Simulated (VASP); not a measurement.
# SnO2 (P4_2/mnm) in VASP: notebook

The runs below take SnO2 through relaxation of cell and atoms, with PBE.

Everything below comes from runs of VASP 6.6.1. Logs are shortened: lines on timing, memory, paths and dates and some standing lists are left out, and cuts for length are marked.

## Step 1: The cell of the first run

It takes space group P4_2/mnm (No. 136, tetragonal). The conventional cell has a = 4.358 Å, b = 4.358 Å, c = 3.046 Å, α = 90.00°, β = 90.00°, γ = 90.00°. Within 2.5 Å of Sn (site symmetry mmm) lie 6 O at 1.88 to 1.94 Å. O (site symmetry m2m) has 3 Sn at 1.88 to 1.94 Å and 1 O at 2.40 Å within 2.5 Å.

## Step 2: Relaxation of cell and atoms, PBE, target pressure 90 GPa, at which the enthalpy is minimised

Input file INCAR:

```
SYSTEM = SnO2
ALGO = Normal
EDIFF = 1E-6
EDIFFG = -0.008
ENCUT = 600
GGA = PE
IBRION = 2
ISIF = 3
ISMEAR = 0
LASPH = .TRUE.
LCHARG = .FALSE.
LREAL = .FALSE.
LWAVE = .FALSE.
NELM = 100
NSW = 70
PREC = Accurate
PSTRESS = 900.0
SIGMA = 0.02
```

Input file KPOINTS:

```
k-points
0
G
  6 6 10
  0 0 0
```

Input file POSCAR:

```
SnO2
1.0
    4.3583489784      0.0000000000      0.0000000000
    0.0000000000      4.3583489784      0.0000000000
    0.0000000000      0.0000000000      3.0463994469
Sn O
2 4
Direct
    0.5000000000      0.5000000000      0.5000000000
    0.0000000000      0.0000000000      0.0000000000
    0.1945663592      0.8054336408      0.5000000000
    0.8054336408      0.1945663592      0.5000000000
    0.3054336408      0.3054336408      0.0000000000
    0.6945663592      0.6945663592      0.0000000000
```

Potentials or basis: VASP PAW PBE potentials, release 64 (Sn_d, O).

The run is started by

```sh
cat potpaw_PBE.64/Sn_d/POTCAR potpaw_PBE.64/O/POTCAR > POTCAR
mpirun -np 1 vasp_std > vasp.out
```

OUTCAR:

```text
SYSTEM = SnO2
   EDIFF = 1E-6
   EDIFFG = -0.008
   ENCUT = 600
   GGA = PE
   IBRION = 2
   ISIF = 3
   ISMEAR = 0
   LASPH = .TRUE.
   LREAL = .FALSE.
   NELM = 100
   NSW = 70
   PREC = Accurate
   PSTRESS = 900.0

 ion  position               nearest neighbor table
   1  0.500  0.500  0.500-   3 1.88   4 1.88   5 1.94   6 1.94   5 1.94   6 1.94   2 3.44   2 3.44
                             2 3.44   2 3.44   2 3.44   2 3.44   2 3.44   2 3.44
   2  0.000  0.000  0.000-   5 1.88   6 1.88   3 1.94   4 1.94   3 1.94   4 1.94   1 3.44   1 3.44
                             1 3.44   1 3.44   1 3.44   1 3.44   1 3.44   1 3.44
   3  0.195  0.805  0.500-   1 1.88   2 1.94   2 1.94
   4  0.805  0.195  0.500-   1 1.88   2 1.94   2 1.94
   5  0.305  0.305  0.000-   2 1.88   1 1.94   1 1.94
   6  0.695  0.695  0.000-   2 1.88   1 1.94   1 1.94

  LATTYP: Found a simple tetragonal cell.
 ALAT       =     4.3583489784
 C/A-ratio  =     0.6989801556

  Lattice vectors:

 A1 = (   4.3583489784,   0.0000000000,   0.0000000000)
 A2 = (   0.0000000000,   4.3583489784,   0.0000000000)
 A3 = (   0.0000000000,   0.0000000000,   3.0463994469)

Analysis of symmetry for initial positions (statically):
=====================================================================
 Subroutine PRICEL returns:
 Original cell was already a primitive cell.

 Routine SETGRP: Setting up the symmetry group for a
 simple tetragonal supercell.

 Subroutine GETGRP returns: Found 16 space group operations
 (whereof  8 operations were pure point group operations)
 out of a pool of 16 trial point group operations.

The static configuration has the point symmetry D_2h.
 The point group associated with its full space group is D_4h.

Analysis of symmetry for dynamics (positions and initial velocities):
=====================================================================
 Subroutine PRICEL returns:
 Original cell was already a primitive cell.

 Routine SETGRP: Setting up the symmetry group for a
 simple tetragonal supercell.

 Subroutine GETGRP returns: Found 16 space group operations
 (whereof  8 operations were pure point group operations)
 out of a pool of 16 trial point group operations.

The dynamic configuration has the point symmetry D_2h.
 The point group associated with its full space group is D_4h.

 Subroutine INISYM returns: Found 16 space group operations
 (whereof  8 operations are pure point group operations),
 and found     1 'primitive' translations

----------------------------------------------------------------------------------------

                                     Primitive cell

  volume of cell :      57.8670

  direct lattice vectors                    reciprocal lattice vectors
     4.358348978  0.000000000  0.000000000     0.229444683  0.000000000  0.000000000
     0.000000000  4.358348978  0.000000000     0.000000000  0.229444683  0.000000000
     0.000000000  0.000000000  3.046399447     0.000000000  0.000000000  0.328256362

  length of vectors
     4.358348978  4.358348978  3.046399447     0.229444683  0.229444683  0.328256362

  position of ions in fractional coordinates (direct lattice)
     0.500000000  0.500000000  0.500000000
     0.000000000  0.000000000  0.000000000
     0.194566359  0.805433641  0.500000000
     0.805433641  0.194566359  0.500000000
     0.305433641  0.305433641  0.000000000
     0.694566359  0.694566359  0.000000000

  ion indices of the primitive-cell ions
   primitive index   ion index
                 1           1
                 2           2
                 3           3
                 4           4
                 5           5
                 6           6

----------------------------------------------------------------------------------------

 KPOINTS: k-points

Automatic generation of k-mesh.
 Grid dimensions read from file:
 generate k-points for:    6    6   10

 Generating k-lattice:

  Cartesian coordinates                     Fractional coordinates (reciprocal lattice)
     0.038240781  0.000000000  0.000000000     0.166666667  0.000000000  0.000000000
     0.000000000  0.038240781  0.000000000     0.000000000  0.166666667  0.000000000
     0.000000000  0.000000000  0.032825636     0.000000000  0.000000000  0.100000000

  Length of vectors
     0.038240781  0.038240781  0.032825636

  Shift w.r.t. Gamma in fractional coordinates (k-lattice)
     0.000000000  0.000000000  0.000000000

 Subroutine IBZKPT returns following result:
 ===========================================

 Found     60 irreducible k-points:

 Following reciprocal coordinates:
            Coordinates               Weight
  0.000000  0.000000  0.000000      1.000000
  0.166667  0.000000  0.000000      4.000000
  0.333333  0.000000  0.000000      4.000000
  0.500000  0.000000  0.000000      2.000000
  0.166667  0.166667  0.000000      4.000000
  0.333333  0.166667  0.000000      8.000000
[... 16 lines left out ...]
  0.333333  0.000000  0.200000      8.000000
  0.500000  0.000000  0.200000      4.000000
 [... further k-points ...]
   k-points           NKPTS =     60   k-points in BZ     NKDIM =     60   number of bands    NBANDS=     31
   number of dos      NEDOS =    301   number of ions     NIONS =      6
   total plane-waves  NPLWV =  31104
   dimension x,y,z NGX =    36 NGY =   36 NGZ =   24
   dimension x,y,z NGXF=    72 NGYF=   72 NGZF=   48
   ions per type =               2   4
   NGX,Y,Z   is equivalent  to a cutoff of  13.73, 13.73, 13.10 a.u.
   NGXF,Y,Z  is equivalent  to a cutoff of  27.46, 27.46, 26.19 a.u.
 SYSTEM =  SnO2
   PREC   = accura    normal or accurate (medium, high low for compatibility)
   ISTART =      0    job   : 0-new  1-cont  2-samecut
   ICHARG =      2    charge: 1-file 2-atom 10-const
   ISPIN  =      1    spin polarized calculation?
   LNONCOLLINEAR =      F non collinear calculations
   LSORBIT =      F    spin-orbit coupling
   LASPH  =      T    aspherical Exc in radial PAW
   ENCUT  =  600.0 eV  44.10 Ry    6.64 a.u.   8.70  8.70  6.08*2*pi/ulx,y,z
   NELM   =    100;   NELMIN=  2; NELMDL= -5     # of ELM steps
   EDIFF  = 0.1E-05   stopping-criterion for ELM
   LREAL  =      F    real-space projection
   EDIFFG = -.8E-02   stopping-criterion for IOM
   NSW    =     70    number of steps for IOM
   IBRION =      2    ionic relax: 0-MD 1-quasi-New 2-CG
   NFREE  =      1    steps in history (QN), initial steepest desc. (CG)
   ISIF   =      3    stress and relaxation
   ISYM   =      2    0-nonsym 1-usesym 2-fastsym
   POTIM  = 0.5000    time-step for ionic-motion
   TEBEG  =    0.0;   TEEND  =   0.0 temperature during run
   PSTRESS=  900.0 pullay stress
   NELECT =      52.0000    total number of electrons
   NUPDOWN=      -1.0000    fix difference up-down
   EMIN   =  10.00;   EMAX   =-10.00  energy-range for DOS
   EFERMI =   0.00;   METHOD = LEGACY
   ISMEAR =     0;   SIGMA  =   0.02  broadening in eV -4-tet -1-fermi 0-gaus
   EFERMI_NEDOS =   21; number of points for ismear=-14 and -15
   IALGO  =     38    algorithm
   IMIX   =      4    mixing-type and parameters
     AMIX     =   0.40;   BMIX     =  1.00
     AMIX_MAG =   1.60;   BMIX_MAG =  1.00
  volume/ion in A,a.u.               =       9.64        65.08
  Fermi-wavevector in a.u.,A,eV,Ry     =   1.579789  2.985368 33.956499  2.495732
  Thomas-Fermi vector in A             =   2.680115
   LORBIT       =      0    0 simple, 1 ext, 2 COOP (PROOUT), +10 PAW based schemes
   GGA     = PE    functional components
   LHFCALC =     F    Hartree Fock is set to
   AEXX    =    0.0000 exact exchange contribution
   IVDW    =     0    specifies the selected vdW correction
   LEPSILON=     F    determine dielectric tensor
   LRPA    =     F    only Hartree local field effects (RPA)
 conjugate gradient relaxation of ions
 non-spin polarized calculation
 Gauss-broadening in eV      SIGMA  =   0.02
  energy-cutoff  :      600.00
  volume of cell :       57.87
 maximum number of plane-waves:      1968
 NGX is ok and might be reduce to    36
   NGX = 17   NGY = 17   NGZ = 13

--------------------------------------- Ionic step        1  -------------------------------------------

 number of electron      51.9999999 magnetization

 Free energy of the ion-electron system (eV)
  ---------------------------------------------------
  ext. energy  EPLUGINS =         0.00000000
  ---------------------------------------------------
  free energy    TOTEN  =       -33.51756847 eV

  energy without entropy =      -33.51756847  energy(sigma->0) =      -33.51756847

------------------------ aborting loop because EDIFF is reached ----------------------------------------

  FORCE on cell =-STRESS in cart. coord.  units (eV):
  Direction    XX          YY          ZZ          XY          YZ          ZX
  --------------------------------------------------------------------------------------
  -------------------------------------------------------------------------------------
  Total       30.9363393     30.9363393     33.4724476      0.0000000      0.0000000      0.0000000
  in kB      856.5419808    856.5419808    926.7598303      0.0000000      0.0000000      0.0000000
  external PRESSURE =     -20.0520693 kB  Pullay stress =     900.0000000 kB
[... 237 lines left out ...]
  enthalpy is  TOTEN    =        -1.0313503120 eV   P V=       32.2804192365

--------------------------------------- Ionic step        7  -------------------------------------------

 number of electron      52.0000020 magnetization

 Free energy of the ion-electron system (eV)
  ---------------------------------------------------
  ext. energy  EPLUGINS =         0.00000000
  ---------------------------------------------------
  free energy    TOTEN  =       -33.34209748 eV

  energy without entropy =      -33.34209748  energy(sigma->0) =      -33.34209748

 E-fermi :   9.0800     XC(G=0): -12.4944

 val. band max:        8.9389323392   @ k =   0.0000   0.0000   0.0000
 cond. band min:      12.9109794205   @ k =   0.0000   0.0000   0.0000
 fundamental gap:      3.9720470813
 Fermi energy:         9.0799736546

 k-point     1 :       0.0000    0.0000    0.0000
  band No.  band energies     occupation
      1     -12.7419      2.00000
      2     -12.0144      2.00000
      3     -10.8932      2.00000
      4     -10.6117      2.00000
      5     -10.5844      2.00000
      6     -10.5844      2.00000
[... 805 lines left out ...]
     30      18.3414      0.00000
     31      21.3991      0.00000

 [... further k-points ...]
[... 5 lines left out ...]
  --------------------------------------------------------------------------------------
  -------------------------------------------------------------------------------------
  Total       32.3110017     32.3110017     32.3056007     -0.0000000      0.0000000      0.0000000
  in kB      900.0153987    900.0153987    899.8649547     -0.0000000      0.0000000      0.0000000
  external PRESSURE =      -0.0347493 kB  Pullay stress =     900.0000000 kB
[... 21 lines left out ...]
  FREE ENERGIE OF THE ION-ELECTRON SYSTEM (eV)
  ---------------------------------------------------
  free  energy   TOTEN  =       -33.3420974775 eV

  energy  without entropy=      -33.3420974775  energy(sigma->0) =      -33.34209748

  enthalpy is  TOTEN    =        -1.0316485987 eV   P V=       32.3104488788

 reached required accuracy - stopping structural energy minimisation
```

Run time: 4.3 min. Hardware: 1 thread of Intel Xeon Platinum 8559C (Emerald Rapids), shared host; peak memory 0.26 GiB.

What came out:

```yaml
Free_energy: -33.3421 eV
Relaxed_volume: 9.59 Å³/atom
Relaxed_cell: a = 4.315 Å, b = 4.315 Å, c = 3.089 Å, α = 90.00°, β = 90.00°, γ = 90.00°
Space_group_after_relaxing_to_0.05_Å: P4_2/mnm (No. 136)
Energy_change_on_relaxing_the_enthalpy_is_what_falls: +29.2 meV/atom
Ionic_steps: 7
Pressure_after_relaxing: 90.0 GPa
Band_gap_on_the_k_mesh: 3.97 eV, direct
```

The path:
```
step  energy change (eV)  largest force (eV/Å)  pressure (GPa)  volume (Å³)
   1              0.0000                0.1786           87.99        57.87
   2              0.5812                0.6845           96.65        56.85
   3              0.2233                0.1596           91.37        57.45
   4              0.0359                0.2168           87.70        57.77
   5              0.0790                0.2032           88.55        57.70
   6              0.2058                0.0628           90.40        57.47
   7              0.1755                0.0004           90.00        57.52
```

Final structure:
```
CELL_PARAMETERS angstrom
4.31501 0.00000 0.00000
0.00000 4.31501 0.00000
0.00000 0.00000 3.08921
ATOMIC_POSITIONS crystal
Sn 0.50000 0.50000 0.50000
Sn 0.00000 0.00000 0.00000
O 0.19354 0.80646 0.50000
O 0.80646 0.19354 0.50000
O 0.30646 0.30646 0.00000
O 0.69354 0.69354 0.00000
```

Levels at points of the mesh, in eV from the valence-band top:
```tsv
k point	band 23	band 24	band 25	band 26	band 27	band 28	band 29	band 30
(0.00, 0.00, 0.00)	-1.10	-0.86	-0.86	0.00	3.97	7.12	7.12	7.50
(0.50, 0.00, 0.00)	-1.11	-1.11	-0.62	-0.62	6.99	6.99	8.01	8.01
(0.50, 0.50, 0.00)	-1.25	-1.25	-0.91	-0.91	7.36	7.36	9.03	9.03
(0.00, 0.00, 0.50)	-2.27	-2.27	-1.52	-1.52	9.06	9.06	11.49	11.49
(0.50, 0.00, 0.50)	-1.42	-1.42	-0.08	-0.08	9.57	9.57	10.28	10.28
(0.50, 0.50, 0.50)	-1.08	-1.08	-0.94	-0.94	7.61	7.61	9.93	9.93
```

Caveat: the cell is relaxed towards a set pressure, so the enthalpy falls and the energy may rise; spin-orbit coupling is left out, which moves the levels of the heavy elements.

## Step 3: Relaxation of cell and atoms, PBE, target pressure 12 GPa, at which the enthalpy is minimised

This run uses another cell than the first one, of 11.81 Å³/atom, 1.224 times its volume.

Input file INCAR:

```
PREC = Accurate
ENCUT = 600
EDIFF = 1E-6
ISMEAR = 0
SIGMA = 0.02
LREAL = False
LASPH = True
NELM = 80
ALGO = Normal
ISIF = 3
LWAVE = False
LCHARG = False
GGA = PE
IBRION = 2
NSW = 70
EDIFFG = -0.008
PSTRESS = 120.0
```

Input file KPOINTS:

```
regular mesh
0
Gamma
  6 6 8
```

Input file POSCAR:

```
SnO2
1.0
    4.7181524701      0.0000000000      0.0000000000
    0.0000000000      4.7181524701      0.0000000000
    0.0000000000      0.0000000000      3.1821585747
Sn O
2 4
Direct
    0.5000000000      0.5000000000      0.5000000000
    0.0000000000      0.0000000000      0.0000000000
    0.1938948927      0.8061051073      0.5000000000
    0.8061051073      0.1938948927      0.5000000000
    0.3061051073      0.3061051073      0.0000000000
    0.6938948927      0.6938948927      0.0000000000
```

Potentials or basis: VASP PAW PBE potentials, release 64 (Sn_d, O).

The run is started by

```sh
cat potpaw_PBE.64/Sn_d/POTCAR potpaw_PBE.64/O/POTCAR > POTCAR
mpirun -np 1 vasp_std > vasp.out
```

Wall time 3 min (1 thread of Intel Xeon Platinum 8559C (Emerald Rapids), shared host); peak memory 0.27 GiB.

It converged, with:

```yaml
Free_energy: -37.1530 eV
Relaxed_volume: 11.86 Å³/atom
Relaxed_cell: a = 4.711 Å, b = 4.711 Å, c = 3.207 Å, α = 90.00°, β = 90.00°, γ = 90.00°
Space_group_after_relaxing_to_0.05_Å: P4_2/mnm (No. 136)
Energy_change_on_relaxing_the_enthalpy_is_what_falls: -5.2 meV/atom
Ionic_steps: 6
Pressure_after_relaxing: 12.0 GPa
Largest_force_after_relaxing: 0.006 eV/Å
Band_gap_on_the_k_mesh: 1.26 eV, direct
```

Forces on the atoms (eV/Å):
```
Sn   0.000  0.000  0.000
Sn   0.000  0.000  0.000
O   -0.005  0.005  0.000
O    0.005 -0.005  0.000
O    0.005  0.005  0.000
O   -0.005 -0.005  0.000
```

The path:
| step | energy change (eV) | largest force (eV/Å) | pressure (GPa) | volume (Å³) |
| --- | --- | --- | --- | --- |
| 1 | 0.0000 | 0.1513 | 13.60 | 70.84 |
| 2 | -0.0878 | 0.1290 | 9.03 | 72.05 |
| 3 | -0.0454 | 0.0218 | 11.51 | 71.37 |
| 4 | -0.0292 | 0.0301 | 12.08 | 71.14 |
| 5 | -0.0303 | 0.0266 | 12.04 | 71.16 |
| 6 | -0.0311 | 0.0064 | 12.00 | 71.17 |

Final structure:
```yaml
crystal:
  lattice:
    - [4.71090, 0.00000, 0.00000]
    - [0.00000, 4.71090, 0.00000]
    - [0.00000, 0.00000, 3.20679]
  atoms:
    - { symbol: Sn, position: [0.50000, 0.50000, 0.50000] }
    - { symbol: Sn, position: [0.00000, 0.00000, 0.00000] }
    - { symbol: O, position: [0.19445, 0.80555, 0.50000] }
    - { symbol: O, position: [0.80555, 0.19445, 0.50000] }
    - { symbol: O, position: [0.30555, 0.30555, 0.00000] }
    - { symbol: O, position: [0.69445, 0.69445, 0.00000] }
```

Levels at points of the mesh, in eV from the valence-band top:
| k point | band 23 | band 24 | band 25 | band 26 | band 27 | band 28 | band 29 | band 30 |
| --- | --- | --- | --- | --- | --- | --- | --- | --- |
| (0.00, 0.00, 0.00) | -1.26 | -0.77 | -0.77 | 0.00 | 1.26 | 6.14 | 6.27 | 6.27 |
| (0.50, 0.00, 0.00) | -1.22 | -1.22 | -0.62 | -0.62 | 4.48 | 4.48 | 7.06 | 7.06 |
| (0.50, 0.50, 0.00) | -1.35 | -1.35 | -0.89 | -0.89 | 4.89 | 4.89 | 7.52 | 7.52 |
| (0.00, 0.00, 0.50) | -1.68 | -1.68 | -1.26 | -1.26 | 6.23 | 6.23 | 9.83 | 9.83 |
| (0.50, 0.00, 0.50) | -1.10 | -1.10 | -0.67 | -0.67 | 6.53 | 6.53 | 8.17 | 8.17 |
| (0.50, 0.50, 0.50) | -0.95 | -0.95 | -0.82 | -0.82 | 4.89 | 4.89 | 8.96 | 8.96 |

Caveat: the cell is relaxed towards a set pressure, so the enthalpy falls and the energy may rise; spin-orbit coupling is left out, which moves the levels of the heavy elements.
